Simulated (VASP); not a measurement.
# BAs (I-4m2) in VASP: single point with PBE

Aim: the single point of BAs with PBE.

Everything below comes from runs of VASP 6.6.1. Logs are shortened: lines on timing, memory, paths and dates and some standing lists are left out, and cuts for length are marked.

### 1 The cell of the first run

It takes space group I-4m2 (No. 119, tetragonal). The conventional cell has a = 3.345 Å, b = 3.345 Å, c = 4.968 Å, α = 90.00°, β = 90.00°, γ = 90.00°. B (site symmetry -4m2) has 4 As at 2.08 Å within 2.8 Å. As (site symmetry -4m2) has 4 B at 2.08 Å within 2.8 Å.

### 2 Single point, PBE

Input file INCAR:

```
SYSTEM = BAs
PREC     = Accurate       ! precision mode
ENCUT    = 520            ! plane-wave cutoff, eV
EDIFF    = 1E-6           ! SCF threshold, eV
ISMEAR   = 0              ! smearing method
SIGMA    = 0.05           ! smearing width, eV
LREAL    = .False.        ! projectors in reciprocal space
LASPH    = .True.         ! aspherical terms in the spheres
NELM     = 100            ! most SCF steps
ALGO     = Normal         ! electronic algorithm
ISIF     = 2              ! what is computed and relaxed
LWAVE    = .False.        ! write WAVECAR
LCHARG   = .True.         ! write CHGCAR
GGA      = PE             ! functional
LELF     = .True.         ! ELF
LVHAR    = .True.       
NBANDS   = 11             ! bands
```

Input file KPOINTS:

```
regular mesh
0
Gamma
  12 12 12
  0 0 0
```

Input file POSCAR:

```
BAs
1.0
    0.0000000000      2.3656235532      2.4839047309
    2.3656235532      0.0000000000      2.4839047309
    2.3656235532      2.3656235532      0.0000000000
B As
1 1
Direct
    0.0000000000      0.0000000000      0.0000000000
    0.7500000000      0.7500000000      0.7500000000
```

Potentials or basis: VASP PAW PBE potentials, release 64 (B, As).

Launch:

```bash
$ cat potpaw_PBE.64/B/POTCAR potpaw_PBE.64/As/POTCAR > POTCAR
$ mpirun -np 1 vasp_std > vasp.out
```

OUTCAR:

```text
SYSTEM = BAs
   PREC = Accurate
   ENCUT = 520
   EDIFF = 1E-6
   ISMEAR = 0
   LREAL = .False.
   LASPH = .True.
   NELM = 100
   ISIF = 2
   GGA = PE

 ion  position               nearest neighbor table
   1  0.000  0.000  0.000-   2 2.08   2 2.08   2 2.08   2 2.08
   2  0.750  0.750  0.750-   1 2.08   1 2.08   1 2.08   1 2.08

  LATTYP: Found a body centered tetragonal cell.
 ALAT       =     3.3454969124
 C/A-ratio  =     1.4849242405

  Lattice vectors:

 A1 = (  -2.3656235532,   0.0000000000,   2.4839047309)
 A2 = (   2.3656235532,   0.0000000000,   2.4839047309)
 A3 = (   0.0000000000,   2.3656235532,  -2.4839047309)

Analysis of symmetry for initial positions (statically):
=====================================================================
 Subroutine PRICEL returns:
 Original cell was already a primitive cell.

 Routine SETGRP: Setting up the symmetry group for a
 body centered tetragonal supercell.

 Subroutine GETGRP returns: Found  8 space group operations
 (whereof  8 operations were pure point group operations)
 out of a pool of 16 trial point group operations.

The static configuration has the point symmetry D_2d.

Analysis of symmetry for dynamics (positions and initial velocities):
=====================================================================
 Subroutine PRICEL returns:
 Original cell was already a primitive cell.

 Routine SETGRP: Setting up the symmetry group for a
 body centered tetragonal supercell.

 Subroutine GETGRP returns: Found  8 space group operations
 (whereof  8 operations were pure point group operations)
 out of a pool of 16 trial point group operations.

The dynamic configuration has the point symmetry D_2d.

 Subroutine INISYM returns: Found  8 space group operations
 (whereof  8 operations are pure point group operations),
 and found     1 'primitive' translations

----------------------------------------------------------------------------------------

                                     Primitive cell

  volume of cell :      27.8007

  direct lattice vectors                    reciprocal lattice vectors
     0.000000000  2.365623553  2.483904731    -0.211360763  0.211360763  0.201295965
     2.365623553  0.000000000  2.483904731     0.211360763 -0.211360763  0.201295965
     2.365623553  2.365623553  0.000000000     0.211360763  0.211360763 -0.201295965

  length of vectors
     3.430154152  3.430154152  3.345496912     0.360370379  0.360370379  0.360370379

  position of ions in fractional coordinates (direct lattice)
     0.000000000  0.000000000  0.000000000
     0.750000000  0.750000000  0.750000000

  ion indices of the primitive-cell ions
   primitive index   ion index
                 1           1
                 2           2

----------------------------------------------------------------------------------------

 KPOINTS: regular mesh

Automatic generation of k-mesh.
 Grid dimensions read from file:
 generate k-points for:   12   12   12

 Generating k-lattice:

  Cartesian coordinates                     Fractional coordinates (reciprocal lattice)
    -0.017613397  0.017613397  0.016774664     0.083333333  0.000000000  0.000000000
     0.017613397 -0.017613397  0.016774664     0.000000000  0.083333333  0.000000000
     0.017613397  0.017613397 -0.016774664    -0.000000000 -0.000000000  0.083333333

  Length of vectors
     0.030030865  0.030030865  0.030030865

  Shift w.r.t. Gamma in fractional coordinates (k-lattice)
     0.000000000  0.000000000  0.000000000

 Subroutine IBZKPT returns following result:
 ===========================================

 Found    163 irreducible k-points:

 Following reciprocal coordinates:
            Coordinates               Weight
  0.000000  0.000000  0.000000      1.000000
  0.083333 -0.000000  0.000000      8.000000
  0.166667 -0.000000  0.000000      8.000000
  0.250000 -0.000000  0.000000      8.000000
  0.333333 -0.000000  0.000000      8.000000
  0.416667 -0.000000  0.000000      8.000000
[... 16 lines left out ...]
  0.500000  0.166667  0.000000      8.000000
 -0.416667  0.166667  0.000000      8.000000
 [... further k-points ...]
   k-points           NKPTS =    163   k-points in BZ     NKDIM =    163   number of bands    NBANDS=     11
   number of dos      NEDOS =    301   number of ions     NIONS =      2
   total plane-waves  NPLWV =  21952
   dimension x,y,z NGX =    28 NGY =   28 NGZ =   28
   dimension x,y,z NGXF=    56 NGYF=   56 NGZF=   56
   ions per type =               1   1
   NGX,Y,Z   is equivalent  to a cutoff of  13.57, 13.57, 13.91 a.u.
   NGXF,Y,Z  is equivalent  to a cutoff of  27.14, 27.14, 27.83 a.u.
 SYSTEM =  BAs
   PREC   = accura    normal or accurate (medium, high low for compatibility)
   ISTART =      0    job   : 0-new  1-cont  2-samecut
   ICHARG =      2    charge: 1-file 2-atom 10-const
   ISPIN  =      1    spin polarized calculation?
   LNONCOLLINEAR =      F non collinear calculations
   LSORBIT =      F    spin-orbit coupling
   LASPH  =      T    aspherical Exc in radial PAW
   ENCUT  =  520.0 eV  38.22 Ry    6.18 a.u.   6.38  6.38  6.22*2*pi/ulx,y,z
   NELM   =    100;   NELMIN=  2; NELMDL= -5     # of ELM steps
   EDIFF  = 0.1E-05   stopping-criterion for ELM
   LREAL  =      F    real-space projection
   EDIFFG = 0.1E-04   stopping-criterion for IOM
   NSW    =      0    number of steps for IOM
   IBRION =     -1    ionic relax: 0-MD 1-quasi-New 2-CG
   NFREE  =      0    steps in history (QN), initial steepest desc. (CG)
   ISIF   =      2    stress and relaxation
   ISYM   =      2    0-nonsym 1-usesym 2-fastsym
   POTIM  = 0.5000    time-step for ionic-motion
   TEBEG  =    0.0;   TEEND  =   0.0 temperature during run
   PSTRESS=    0.0 pullay stress
   NELECT =       8.0000    total number of electrons
   NUPDOWN=      -1.0000    fix difference up-down
   EMIN   =  10.00;   EMAX   =-10.00  energy-range for DOS
   EFERMI =   0.00;   METHOD = LEGACY
   ISMEAR =     0;   SIGMA  =   0.05  broadening in eV -4-tet -1-fermi 0-gaus
   EFERMI_NEDOS =   21; number of points for ismear=-14 and -15
   IALGO  =     38    algorithm
   IMIX   =      4    mixing-type and parameters
     AMIX     =   0.40;   BMIX     =  1.00
     AMIX_MAG =   1.60;   BMIX_MAG =  1.00
  volume/ion in A,a.u.               =      13.90        93.80
  Fermi-wavevector in a.u.,A,eV,Ry     =   1.080818  2.042451 15.893898  1.168169
  Thomas-Fermi vector in A             =   2.216819
   LORBIT       =      0    0 simple, 1 ext, 2 COOP (PROOUT), +10 PAW based schemes
   GGA     = PE    functional components
   LHFCALC =     F    Hartree Fock is set to
   AEXX    =    0.0000 exact exchange contribution
   IVDW    =     0    specifies the selected vdW correction
   LEPSILON=     F    determine dielectric tensor
   LRPA    =     F    only Hartree local field effects (RPA)
 non-spin polarized calculation
 Gauss-broadening in eV      SIGMA  =   0.05
  energy-cutoff  :      520.00
  volume of cell :       27.80
 maximum number of plane-waves:       766
 NGX is ok and might be reduce to    28
   NGX = 13   NGY = 13   NGZ = 13

 number of electron       8.0000000 magnetization

 Free energy of the ion-electron system (eV)
  ---------------------------------------------------
  ext. energy  EPLUGINS =         0.00000000
  ---------------------------------------------------
  free energy    TOTEN  =       -11.38448535 eV

  energy without entropy =      -11.38448535  energy(sigma->0) =      -11.38448535

 E-fermi :   6.3220     XC(G=0): -10.5010

 val. band max:        6.0747938574   @ k =   0.0000   0.0000   0.0000
 cond. band min:       6.9154838281   @ k =   0.4167   0.0000   0.4167
 fundamental gap:      0.8406899707
 Fermi energy:         6.3220447107

 k-point     1 :       0.0000    0.0000    0.0000
  band No.  band energies     occupation
      1      -9.3098      2.00000
      2       5.5809      2.00000
      3       6.0748      2.00000
      4       6.0748      2.00000
      5       9.0726      0.00000
      6       9.0726      0.00000
      7       9.3830      0.00000
      8      10.3123      0.00000
      9      15.4081      0.00000
     10      18.0291      0.00000
     11      19.2337      0.00000

 k-point     2 :       0.0833   -0.0000    0.0000
  band No.  band energies     occupation
      1      -9.1976      2.00000
      2       4.8283      2.00000
      3       5.5762      2.00000
      4       5.8698      2.00000
      5       9.1814      0.00000
      6       9.3624      0.00000
      7       9.6400      0.00000
      8      10.9865      0.00000
      9      15.8571      0.00000
     10      17.2991      0.00000
     11      18.4731      0.00000

 k-point     3 :       0.1667   -0.0000    0.0000
  band No.  band energies     occupation
      1      -8.8648      2.00000
      2       2.9791      2.00000
      3       5.0554      2.00000
      4       5.4423      2.00000
      5       9.0415      0.00000
      6       9.9848      0.00000
      7      10.1456      0.00000
      8      12.3752      0.00000
      9      16.5358      0.00000
     10      17.0089      0.00000
     11      17.5415      0.00000
[... 267 lines left out ...]
 k-point    23 :       0.5000    0.1667    0.0000
  band No.  band energies     occupation
      1      -6.3975      2.00000
      2      -2.1440      2.00000
      3       2.0149      2.00000
      4       3.6741      2.00000
      5       9.2840      0.00000
      6      11.0570      0.00000
      7      12.3783      0.00000
      8      14.4889      0.00000
      9      17.4491      0.00000
     10      20.0239      0.00000
     11      20.3762      0.00000

 k-point    24 :      -0.4167    0.1667    0.0000
  band No.  band energies     occupation
      1      -6.2151      2.00000
      2      -2.3958      2.00000
      3       1.7336      2.00000
      4       3.9297      2.00000
      5       9.4938      0.00000
      6      11.0543      0.00000
      7      12.0253      0.00000
      8      15.0474      0.00000
      9      17.6053      0.00000
     10      18.6720      0.00000
     11      20.1042      0.00000

 [... further k-points ...]

------------------------ aborting loop because EDIFF is reached ----------------------------------------

  FORCE on cell =-STRESS in cart. coord.  units (eV):
  Direction    XX          YY          ZZ          XY          YZ          ZX
  --------------------------------------------------------------------------------------
  -------------------------------------------------------------------------------------
  Total        0.7210789      0.7210789     -1.1170988      0.0000000      0.0000000      0.0000000
  in kB       41.5563258     41.5563258    -64.3792570      0.0000000      0.0000000      0.0000000
  external PRESSURE =       6.2444649 kB  Pullay stress =       0.0000000 kB

 VOLUME and BASIS-vectors are now :
 -----------------------------------------------------------------------------
  energy-cutoff  :      520.00
  volume of cell :       27.80
      direct lattice vectors                 reciprocal lattice vectors
     0.000000000  2.365623553  2.483904731    -0.211360763  0.211360763  0.201295965
     2.365623553  0.000000000  2.483904731     0.211360763 -0.211360763  0.201295965
     2.365623553  2.365623553  0.000000000     0.211360763  0.211360763 -0.201295965

 POSITION                                       TOTAL-FORCE (eV/Angst)
 -----------------------------------------------------------------------------------
      0.00000      0.00000      0.00000         0.000000      0.000000     -0.000000
      3.54844      3.54844      3.72586        -0.000000     -0.000000      0.000000
 -----------------------------------------------------------------------------------
    total drift:                                0.000000      0.000000      0.000000

  FREE ENERGIE OF THE ION-ELECTRON SYSTEM (eV)
  ---------------------------------------------------
  free  energy   TOTEN  =       -11.3844853470 eV

  energy  without entropy=      -11.3844853470  energy(sigma->0) =      -11.38448535
```

Wall time 20 s (1 thread of Intel Xeon 6975P-C (Granite Rapids), shared host); peak memory 0.19 GiB.

What came out:

```yaml
Free_energy: -11.3845 eV
Pressure: 0.6 GPa
Band_gap_on_the_k_mesh: 0.84 eV, indirect (least direct gap 3.00 eV)
```

Stress tensor (GPa, compression positive):
```
 4.16  0.00  0.00
 0.00  4.16  0.00
 0.00  0.00 -6.44
```

 A k mesh can miss the band edges.
